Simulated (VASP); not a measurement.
# Mg9O8 (a cell with a defect) in VASP: further runs

Mg9O8 (a cell with a defect) is run at these levels: PBE; tasks: single point.

Program: VASP 6.6.1. These are calculated values, not measurements. Logs are shortened: lines on timing, memory, paths and dates and some standing lists are left out, and cuts for length are marked.

**1. The cell of the first run**

The cell holds a defect, 17 atoms: a = 6.211 Å, b = 6.211 Å, c = 6.211 Å, α = 60.00°, β = 60.00°, γ = 60.00°.

**2. Single point, PBE**

File INCAR:

```
PREC = Accurate
ENCUT = 520
EDIFF = 1E-7
ISMEAR = 0
SIGMA = 0.05
LREAL = Auto
LASPH = True
NELM = 80
ALGO = Normal
ISIF = 2
LWAVE = False
LCHARG = False
GGA = PE
NBANDS = 47
```

File KPOINTS:

```
regular mesh
0
Gamma
  2 2 2
```

File POSCAR:

```
Mg9O8
1.0
    0.0000000000      4.3915000000      4.3915000000
    4.3915000000      0.0000000000      4.3915000000
    4.3915000000      4.3915000000      0.0000000000
Mg O
9 8
Direct
    0.0002175264      0.0001997342     -0.0020381946
    0.0000075991     -0.0000279156      0.4993069455
    0.0004081359      0.5011332817     -0.0023550606
   -0.0665118211      0.5226242012      0.5209450074
    0.5011521870      0.0003815047     -0.0023390268
    0.5225877238     -0.0664077533      0.5209289523
    0.5183003810      0.5183183602     -0.0545507780
    0.5238279009      0.5238124524      0.5216004934
    0.3716622711      0.3717955919      0.3882830419
    0.2535190257      0.2534821892      0.2437202895
    0.2437337417      0.2436202774      0.7664343123
    0.2529354482      0.7516947418      0.2412727485
    0.2401124197      0.7526737721      0.7546516680
    0.7516043028      0.2529105979      0.2413757345
    0.7526727592      0.2400945761      0.7546712139
    0.7551585526      0.7551708427      0.2347443260
    0.7526496460      0.7526500455      0.7542048267
```

Potentials or basis: VASP PAW PBE potentials, release 64 (Mg, O).

Launch:

```bash
> cat potpaw_PBE.64/Mg/POTCAR potpaw_PBE.64/O/POTCAR > POTCAR
> mpirun -np 1 vasp_std > vasp.out
```

OUTCAR:

```text
PREC = Accurate
   ENCUT = 520
   EDIFF = 1E-7
   ISMEAR = 0
   LREAL = Auto
   LASPH = True
   NELM = 80
   ISIF = 2
   GGA = PE

 ion  position               nearest neighbor table
   1  0.000  0.000  0.998-  11 2.14  16 2.15  15 2.16  13 2.16  12 2.18  14 2.18   2 3.10   5 3.10
                             3 3.10   3 3.11   5 3.11   2 3.11   7 3.12   7 3.12   6 3.12   4 3.12
   2  0.000  1.000  0.499-  17 2.17  13 2.18  15 2.18  12 2.22  14 2.22  10 2.23   3 3.10   5 3.10
                             1 3.10   1 3.11   5 3.11   3 3.11   6 3.12   4 3.12   6 3.12   4 3.12
   3  0.000  0.501  0.998-  11 2.15  17 2.16  16 2.16  13 2.16  14 2.18  10 2.19   2 3.10   1 3.10
                             5 3.10   5 3.11   1 3.11   2 3.11   7 3.11   7 3.12   4 3.12   8 3.12
   4  0.933  0.523  0.521-  17 2.06  15 2.06  16 2.07   9 2.22  10 2.42  12 2.43  11 2.45   8 2.54
                             6 2.55   7 2.61   3 3.12   1 3.12   2 3.12   2 3.12   1 3.13   3 3.13
   5  0.501  0.000  0.998-  11 2.15  16 2.16  17 2.16  15 2.16  12 2.18  10 2.19   2 3.10   1 3.10
                             3 3.10   3 3.11   1 3.11   2 3.11   7 3.11   7 3.12   6 3.12   8 3.12
   6  0.523  0.934  0.521-  17 2.06  13 2.06  16 2.07   9 2.22  10 2.42  14 2.42  11 2.45   8 2.54
                             4 2.55   7 2.61   5 3.12   1 3.12   2 3.12   2 3.12   1 3.13   5 3.13
   7  0.518  0.518  0.945-  17 2.08  13 2.08  15 2.08   9 2.25  12 2.33  14 2.33  10 2.34   8 2.60
                             4 2.61   6 2.61   5 3.11   3 3.11   1 3.12   1 3.12   3 3.12   5 3.12
   8  0.524  0.524  0.522-  13 2.05  15 2.05  16 2.06   9 2.22  14 2.44  12 2.44  11 2.47   4 2.54
                             6 2.54   7 2.60   3 3.12   5 3.12   2 3.13   2 3.13   5 3.13   3 3.13
   9  0.372  0.372  0.388-  11 1.92  12 1.93  14 1.93  10 1.93   8 2.22   4 2.22   6 2.22   7 2.25
                             3 3.57   5 3.57   1 3.58   2 3.62   2 3.62   2 3.64
  10  0.254  0.253  0.244-   9 1.93   5 2.19   3 2.19   2 2.23   7 2.34   6 2.42   4 2.42
  11  0.244  0.244  0.766-   9 1.92   1 2.14   5 2.15   3 2.15   6 2.45   4 2.45   8 2.47
  12  0.253  0.752  0.241-   9 1.93   1 2.18   5 2.18   2 2.22   7 2.33   4 2.43   8 2.44
  13  0.240  0.753  0.755-   8 2.05   6 2.06   7 2.08   1 2.16   3 2.16   2 2.18
  14  0.752  0.253  0.241-   9 1.93   1 2.18   3 2.18   2 2.22   7 2.33   6 2.42   8 2.44
  15  0.753  0.240  0.755-   8 2.05   4 2.06   7 2.08   1 2.16   5 2.16   2 2.18
  16  0.755  0.755  0.235-   8 2.06   4 2.07   6 2.07   1 2.15   5 2.16   3 2.16
  17  0.753  0.753  0.754-   4 2.06   6 2.06   7 2.08   5 2.16   3 2.16   2 2.17

  LATTYP: Found a face centered cubic cell.
 ALAT       =     8.7830000000

  Lattice vectors:

 A1 = (   0.0000000000,   4.3915000000,   4.3915000000)
 A2 = (   4.3915000000,   0.0000000000,   4.3915000000)
 A3 = (   4.3915000000,   4.3915000000,   0.0000000000)

Analysis of symmetry for initial positions (statically):
=====================================================================
 Subroutine PRICEL returns:
 Original cell was already a primitive cell.

 Routine SETGRP: Setting up the symmetry group for a
 face centered cubic supercell.

 Subroutine GETGRP returns: Found  1 space group operations
 (whereof  1 operations were pure point group operations)
 out of a pool of 48 trial point group operations.

The static configuration has the point symmetry C_1 .

Analysis of symmetry for dynamics (positions and initial velocities):
=====================================================================
 Subroutine PRICEL returns:
 Original cell was already a primitive cell.

 Routine SETGRP: Setting up the symmetry group for a
 face centered cubic supercell.

 Subroutine GETGRP returns: Found  1 space group operations
 (whereof  1 operations were pure point group operations)
 out of a pool of 48 trial point group operations.

The dynamic configuration has the point symmetry C_1 .

 Subroutine INISYM returns: Found  1 space group operations
 (whereof  1 operations are pure point group operations),
 and found     1 'primitive' translations

----------------------------------------------------------------------------------------

                                     Primitive cell

  volume of cell :     169.3825

  direct lattice vectors                    reciprocal lattice vectors
     0.000000000  4.391500000  4.391500000    -0.113856313  0.113856313  0.113856313
     4.391500000  0.000000000  4.391500000     0.113856313 -0.113856313  0.113856313
     4.391500000  4.391500000  0.000000000     0.113856313  0.113856313 -0.113856313

  length of vectors
     6.210518859  6.210518859  6.210518859     0.197204919  0.197204919  0.197204919
[... 51 lines left out ...]
    -0.056928157  0.056928157  0.056928157     0.500000000  0.000000000  0.000000000
     0.056928157 -0.056928157  0.056928157     0.000000000  0.500000000  0.000000000
     0.056928157  0.056928157 -0.056928157     0.000000000  0.000000000  0.500000000

  Length of vectors
     0.098602460  0.098602460  0.098602460

  Shift w.r.t. Gamma in fractional coordinates (k-lattice)
     0.000000000  0.000000000  0.000000000

 Subroutine IBZKPT returns following result:
 ===========================================

 Found      8 irreducible k-points:

 Following reciprocal coordinates:
            Coordinates               Weight
  0.000000  0.000000  0.000000      1.000000
  0.500000  0.000000  0.000000      1.000000
  0.000000  0.500000  0.000000      1.000000
  0.000000  0.000000  0.500000      1.000000
  0.500000  0.500000  0.500000      1.000000
  0.500000  0.500000  0.000000      1.000000
  0.000000  0.500000  0.500000      1.000000
  0.500000  0.000000  0.500000      1.000000
   k-points           NKPTS =      8   k-points in BZ     NKDIM =      8   number of bands    NBANDS=     47
   number of dos      NEDOS =    301   number of ions     NIONS =     17
   total plane-waves  NPLWV = 110592
   dimension x,y,z NGX =    48 NGY =   48 NGZ =   48
   dimension x,y,z NGXF=    96 NGYF=   96 NGZF=   96
   ions per type =               9   8
   NGX,Y,Z   is equivalent  to a cutoff of  12.85, 12.85, 12.85 a.u.
   NGXF,Y,Z  is equivalent  to a cutoff of  25.70, 25.70, 25.70 a.u.
 SYSTEM =  unknown system
   PREC   = accura    normal or accurate (medium, high low for compatibility)
   ISTART =      0    job   : 0-new  1-cont  2-samecut
   ICHARG =      2    charge: 1-file 2-atom 10-const
   ISPIN  =      1    spin polarized calculation?
   LNONCOLLINEAR =      F non collinear calculations
   LSORBIT =      F    spin-orbit coupling
   LASPH  =      T    aspherical Exc in radial PAW
   ENCUT  =  520.0 eV  38.22 Ry    6.18 a.u.  11.55 11.55 11.55*2*pi/ulx,y,z
   NELM   =     80;   NELMIN=  2; NELMDL= -5     # of ELM steps
   EDIFF  = 0.1E-06   stopping-criterion for ELM
   LREAL  =      T    real-space projection
   EDIFFG = 0.1E-05   stopping-criterion for IOM
   NSW    =      0    number of steps for IOM
   IBRION =     -1    ionic relax: 0-MD 1-quasi-New 2-CG
   NFREE  =      0    steps in history (QN), initial steepest desc. (CG)
   ISIF   =      2    stress and relaxation
   ISYM   =      2    0-nonsym 1-usesym 2-fastsym
   POTIM  = 0.5000    time-step for ionic-motion
   TEBEG  =    0.0;   TEEND  =   0.0 temperature during run
   PSTRESS=    0.0 pullay stress
   NELECT =      66.0000    total number of electrons
   NUPDOWN=      -1.0000    fix difference up-down
   EMIN   =  10.00;   EMAX   =-10.00  energy-range for DOS
   EFERMI =   0.00;   METHOD = LEGACY
   ISMEAR =     0;   SIGMA  =   0.05  broadening in eV -4-tet -1-fermi 0-gaus
   EFERMI_NEDOS =   21; number of points for ismear=-14 and -15
   IALGO  =     38    algorithm
   IMIX   =      4    mixing-type and parameters
     AMIX     =   0.40;   BMIX     =  1.00
     AMIX_MAG =   1.60;   BMIX_MAG =  1.00
  volume/ion in A,a.u.               =       9.96        67.24
  Fermi-wavevector in a.u.,A,eV,Ry     =   1.195730  2.259603 19.453217  1.429771
  Thomas-Fermi vector in A             =   2.331688
   LORBIT       =      0    0 simple, 1 ext, 2 COOP (PROOUT), +10 PAW based schemes
   GGA     = PE    functional components
   LHFCALC =     F    Hartree Fock is set to
   AEXX    =    0.0000 exact exchange contribution
   IVDW    =     0    specifies the selected vdW correction
   LEPSILON=     F    determine dielectric tensor
   LRPA    =     F    only Hartree local field effects (RPA)
 non-spin polarized calculation
 Gauss-broadening in eV      SIGMA  =   0.05
  energy-cutoff  :      520.00
  volume of cell :      169.38
 maximum number of plane-waves:      4573
 NGX is ok and might be reduce to    48
   NGX = 23   NGY = 23   NGZ = 23

 number of electron      66.0000012 magnetization

 Free energy of the ion-electron system (eV)
  ---------------------------------------------------
  ext. energy  EPLUGINS =         0.00000000
  ---------------------------------------------------
  free energy    TOTEN  =       -85.35494170 eV

  energy without entropy =      -85.35271145  energy(sigma->0) =      -85.35382657

 E-fermi :   8.4795     XC(G=0): -10.8515

 val. band max:        8.4114085404   @ k =   0.0000   0.5000   0.0000
 cond. band min:       8.5351936744   @ k =   0.0000   0.0000   0.5000
 fundamental gap:      0.1237851340
 Fermi energy:         8.4795351426

 k-point     1 :       0.0000    0.0000    0.0000
  band No.  band energies     occupation
      1     -14.0715      2.00000
      2     -13.0799      2.00000
      3     -13.0754      2.00000
      4     -13.0737      2.00000
      5     -13.0705      2.00000
      6     -12.8257      2.00000
[... 373 lines left out ...]
     44      13.1666      0.00000
     45      13.4001      0.00000
 [bands above 45 left out]

------------------------ aborting loop because EDIFF is reached ----------------------------------------

  FORCE on cell =-STRESS in cart. coord.  units (eV):
  Direction    XX          YY          ZZ          XY          YZ          ZX
  --------------------------------------------------------------------------------------
  -------------------------------------------------------------------------------------
  Total       17.6228958     17.6336884     17.8240848     -0.1344896      0.3059029      0.3002685
  in kB      166.6937046    166.7957907    168.5967366     -1.2721272      2.8935134      2.8402181
  external PRESSURE =     167.3620773 kB  Pullay stress =       0.0000000 kB

 VOLUME and BASIS-vectors are now :
 -----------------------------------------------------------------------------
  energy-cutoff  :      520.00
  volume of cell :      169.38
      direct lattice vectors                 reciprocal lattice vectors
     0.000000000  4.391500000  4.391500000    -0.113856313  0.113856313  0.113856313
     4.391500000  0.000000000  4.391500000     0.113856313 -0.113856313  0.113856313
     4.391500000  4.391500000  0.000000000     0.113856313  0.113856313 -0.113856313

 POSITION                                       TOTAL-FORCE (eV/Angst)
 -----------------------------------------------------------------------------------
      4.38343      4.38350      0.00183        -0.009783     -0.010477     -0.003253
      6.58408      2.19274      4.39141         0.008385      0.007686      0.002826
      6.58188      4.38295      2.20252         0.003423      0.003076      0.008837
      4.58283      6.38714      6.39452         0.005321     -0.010320     -0.014198
      4.38290      6.58204      2.20249         0.003072      0.003352      0.009539
      6.38753      4.58260      6.39481        -0.010649      0.005446     -0.013901
[... 9 lines left out ...]
      4.34721      4.34716      6.63261         0.007762      0.007386     -0.003760
      6.61735      6.61735      6.61052        -0.004135     -0.004139     -0.005182
 -----------------------------------------------------------------------------------
    total drift:                               -0.005711     -0.005710      0.002233

  FREE ENERGIE OF THE ION-ELECTRON SYSTEM (eV)
  ---------------------------------------------------
  free  energy   TOTEN  =       -85.3549416989 eV

  energy  without entropy=      -85.3527114495  energy(sigma->0) =      -85.35382657
```

Wall time 98 s (1 thread of Intel Xeon 6975P-C (Granite Rapids), shared host); peak memory 0.32 GiB.

What came out:

```yaml
Free_energy: -85.3549 eV
Pressure: 16.7 GPa
Largest_force: 0.020 eV/Å
Band_gap_on_the_k_mesh: zero (bands 33 and 34 overlap by 0.50 eV)
```

Forces on the atoms (eV/Å):
```
Mg  -0.010 -0.010 -0.003
Mg   0.008  0.008  0.003
Mg   0.003  0.003  0.009
Mg   0.005 -0.010 -0.014
Mg   0.003  0.003  0.010
Mg  -0.011  0.005 -0.014
Mg  -0.014 -0.013  0.004
Mg   0.013  0.013  0.008
Mg  -0.004 -0.003 -0.014
O   -0.007 -0.007 -0.003
O    0.010  0.010 -0.010
O    0.011 -0.013  0.011
O   -0.006  0.006  0.006
O   -0.013  0.010  0.012
O    0.006 -0.006  0.006
O    0.008  0.007 -0.004
O   -0.004 -0.004 -0.005
```

Levels at points of the mesh, in eV from the Fermi level:
```
           k point  band 31  band 32  band 33  band 34  band 35  band 36
(0.00, 0.00, 0.00)    -5.88    -5.88    -2.52     0.26     1.00     1.00
(0.50, 0.00, 0.00)    -6.10    -6.09    -0.31    -0.07     1.57     1.79
(0.00, 0.50, 0.00)    -6.10    -6.09    -0.31    -0.07     1.57     1.79
(0.00, 0.00, 0.50)    -6.06    -6.06    -0.32     0.06     1.57     1.94
(0.50, 0.50, 0.50)    -6.11    -6.10    -0.30    -0.09     1.60     1.80
(0.50, 0.50, 0.00)    -6.30    -6.20     0.41     0.57     1.66     1.98
(0.00, 0.50, 0.50)    -6.30    -6.21     0.39     0.59     1.65     1.95
(0.50, 0.00, 0.50)    -6.30    -6.21     0.39     0.59     1.65     1.95
```

Caveat: the k points lie up to 0.62 Å⁻¹ apart.

**3. Single point, PBE**

File INCAR:

```
SYSTEM = Mg9O8
ALGO = Normal
EDIFF = 1E-7
ENCUT = 520
GGA = PE
ISIF = 2
ISMEAR = 0
LASPH = .TRUE.
LCHARG = .TRUE.
LELF = .TRUE.
LREAL = Auto
LVHAR = .TRUE.
LWAVE = .FALSE.
NBANDS = 47
NELM = 80
PREC = Accurate
SIGMA = 0.05
```

File KPOINTS:

```
k-points
0
G
  2 2 2
  0 0 0
```

File POSCAR:

```
Mg9O8
1.0
    0.0000000000      4.3915000000      4.3915000000
    4.3915000000      0.0000000000      4.3915000000
    4.3915000000      4.3915000000      0.0000000000
Mg O
9 8
Direct
   -0.0008603043      0.0026111877     -0.0006140131
   -0.0004295562      0.0020889147      0.5001661822
    0.0667160205      0.4808741653     -0.0229602170
   -0.0000323774      0.5004665509      0.5005270214
    0.4800461656      0.0543597618     -0.0178021628
    0.4987561920      0.0016737722      0.5000159304
    0.4768680569      0.4759443886     -0.0247253845
    0.4790434168      0.4783842356      0.5635648130
    0.6287540912      0.6117066625      0.1245655177
    0.2471332739      0.2451207319      0.2600672596
    0.2468005935      0.2463670429      0.7475959013
    0.2487021556      0.7591733446      0.2482765183
    0.2459119561      0.7646888179      0.7443047147
    0.7539452201      0.2337284151      0.2594295398
    0.7595889917      0.2443772785      0.7474459154
    0.7465729928      0.7537577755      0.2464785291
    0.7481979312      0.7604354442      0.7455626545
```

Potentials or basis: VASP PAW PBE potentials, release 64 (Mg, O).

Launch:

```bash
> cat potpaw_PBE.64/Mg/POTCAR potpaw_PBE.64/O/POTCAR > POTCAR
> mpirun -np 1 vasp_std > vasp.out
```

OUTCAR:

```text
SYSTEM = Mg9O8
   EDIFF = 1E-7
   ENCUT = 520
   GGA = PE
   ISIF = 2
   ISMEAR = 0
   LASPH = .TRUE.
   LREAL = Auto
   NELM = 80
   PREC = Accurate

 ion  position               nearest neighbor table
   1  0.999  0.003  0.999-  11 2.16  14 2.16  15 2.16  13 2.17  12 2.19  16 2.20   4 3.10   2 3.10
                             6 3.10   5 3.11   6 3.11   2 3.11   7 3.11   4 3.12   3 3.12   5 3.13
   2  1.000  0.002  0.500-  14 2.14  15 2.15  13 2.15  10 2.15  17 2.17  12 2.17   4 3.10   6 3.10
                             1 3.10   1 3.11   5 3.11   8 3.11   6 3.11   4 3.11   3 3.12   5 3.12
   3  0.067  0.481  0.977-  13 2.06  10 2.06  11 2.06   9 2.22  16 2.40  17 2.43  14 2.47   7 2.53
[... 619 lines left out ...]
  external PRESSURE =     167.5338083 kB  Pullay stress =       0.0000000 kB

 VOLUME and BASIS-vectors are now :
 -----------------------------------------------------------------------------
  energy-cutoff  :      520.00
  volume of cell :      169.38
      direct lattice vectors                 reciprocal lattice vectors
     0.000000000  4.391500000  4.391500000    -0.113856313  0.113856313  0.113856313
     4.391500000  0.000000000  4.391500000     0.113856313 -0.113856313  0.113856313
     4.391500000  4.391500000  0.000000000     0.113856313  0.113856313 -0.113856313

 POSITION                                       TOTAL-FORCE (eV/Angst)
 -----------------------------------------------------------------------------------
      4.40027      8.77653      4.39919        -0.011904      0.006166     -0.004734
      2.20565      6.58609      4.39879        -0.003179      0.012073      0.011507
      6.40243      4.58365      2.40474        -0.004639      0.014092      0.021235
      4.39586      6.58942      6.58916        -0.008180     -0.003782      0.006303
      4.55204      6.42144      2.34684         0.011276      0.000171     -0.000965
      2.20317      4.38611      2.19764        -0.003500     -0.010716     -0.014749
[... 9 lines left out ...]
      4.39254      4.36099      6.58870         0.006972      0.007565      0.007312
      6.61359      6.55985      6.62516        -0.012884     -0.010990      0.010036
 -----------------------------------------------------------------------------------
    total drift:                                0.002116     -0.000077      0.002649

  FREE ENERGIE OF THE ION-ELECTRON SYSTEM (eV)
  ---------------------------------------------------
  free  energy   TOTEN  =       -85.3545774728 eV

  energy  without entropy=      -85.3517419789  energy(sigma->0) =      -85.35315973
```

Run time: 78 s. Hardware: 1 thread of Intel Xeon 6975P-C (Granite Rapids), shared host; peak memory 0.32 GiB.

What came out:

```yaml
Free_energy: -85.3546 eV
Pressure: 16.8 GPa
Largest_force: 0.026 eV/Å
Band_gap_on_the_k_mesh: zero (bands 33 and 34 overlap by 0.53 eV)
```

Forces in eV/Å, atoms in the order of the input:
```
Mg  -0.012  0.006 -0.005
Mg  -0.003  0.012  0.012
Mg  -0.005  0.014  0.021
Mg  -0.008 -0.004  0.006
Mg   0.011  0.000 -0.001
Mg  -0.004 -0.011 -0.015
Mg   0.000 -0.017 -0.012
Mg   0.021  0.002 -0.004
Mg   0.020  0.011  0.000
O    0.001 -0.004  0.000
O    0.000 -0.002  0.001
O    0.009 -0.013 -0.010
O   -0.007  0.001 -0.006
O   -0.015  0.008 -0.010
O   -0.004 -0.002  0.004
O    0.007  0.008  0.007
O   -0.013 -0.011  0.010
```

Caveat: the k points lie up to 0.62 Å⁻¹ apart, too coarse for converged energies and pressures of a metal.
